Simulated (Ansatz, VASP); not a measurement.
## SnSe in VASP and in Ansatz

Contents of POSCAR:

```
SnSe
1.0
    0.0000000000      3.0021131538      3.0021131538
    2.9477749057      0.0000000000      3.0021131538
    2.9477749057      3.0021131538      0.0000000000
Sn Se
1 1
Direct
    0.0000000000      0.0000000000      0.0000000000
    0.5000000000      0.5000000000      0.5000000000
```

INCAR.step1

```
  PREC = Accurate
  ENCUT = 520
  ISMEAR = 0
  SIGMA = 0.01
  LREAL = False
  LASPH = True
  NELM = 100
  NBANDS = 17
  GGA = PE
  ALGO = Normal
  EDIFF = 1E-4
  LWAVE = True
  LCHARG = False
```

The input INCAR.step2:

```
  PREC = Accurate
  ENCUT = 520
  EDIFF = 1E-6
  ISMEAR = 0
  SIGMA = 0.01
  LREAL = False
  LASPH = True
  NELM = 100
  ALGO = Normal
  ISIF = 2
  LWAVE = False
  LCHARG = True
  METAGGA = R2SCAN
  LMIXTAU = True
  LELF = True
  LVHAR = True
  NBANDS = 17
  ISTART = 1
```

File KPOINTS:

```
Automatic mesh
0
Gamma
  8 8 8
```

Input for Ansatz:

```yaml
crystal:
  lattice:
    - [0.0, 3.0021131538, 3.0021131538]
    - [2.9477749057, 0.0, 3.0021131538]
    - [2.9477749057, 3.0021131538, 0.0]
  atoms:
    - { symbol: Sn, position: [0.0, 0.0, 0.0] }
    - { symbol: Se, position: [0.5, 0.5, 0.5] }
kpoints:
  mp_grid: { grid: [8, 8, 8] }
  band_path:
    path:
      - [0.0, 0.0, 0.0]
      - [0.5, 0.0, 0.5]
      - [0.625, 0.25, 0.625]
      - [0.375, 0.375, 0.75]
      - [0.5, 0.5, 0.5]
      - [0.5, 0.25, 0.75]
      - [0.5, 0.475, 0.525]
    npoints: 1
hamiltonian:
  xc: r2scan
scf:
  occupations: { method: fixed }
  n_extra_bands: 4
output:
  forces: true
  stress: true
  eigenvalues: true
```

Change from the starting cell: uniaxial_x strain -1.8%.

Alike in both runs: task single point; functional r2SCAN; k mesh 8 × 8 × 8; no spin polarisation.

```csv
,VASP,Ansatz
version,VASP 6.6.1,Ansatz 0.2.0
potentials or method,"VASP PAW PBE potentials, release 64 (Sn_d, Se)","plane waves, PAW"
plane-wave cutoff (eV),520,500
occupations,"gaussian, width 0.01 eV",fixed
valence electrons in the cell,20,30
```

```tsv
	VASP	Ansatz	Ansatz less VASP
gap on the k mesh at the Fermi level (eV)	0.59	0.59	0.000
pressure (GPa)	1.4	1.4	-0.01
traceless stress, the component that is largest in VASP (GPa)	1.72	1.72	-0.004
```

VASP's potentials were made for PBE, not for r2SCAN. VASP's potentials hold 20 valence electrons a cell and Ansatz's 30, so a difference there can come from the potentials and not from the codes.
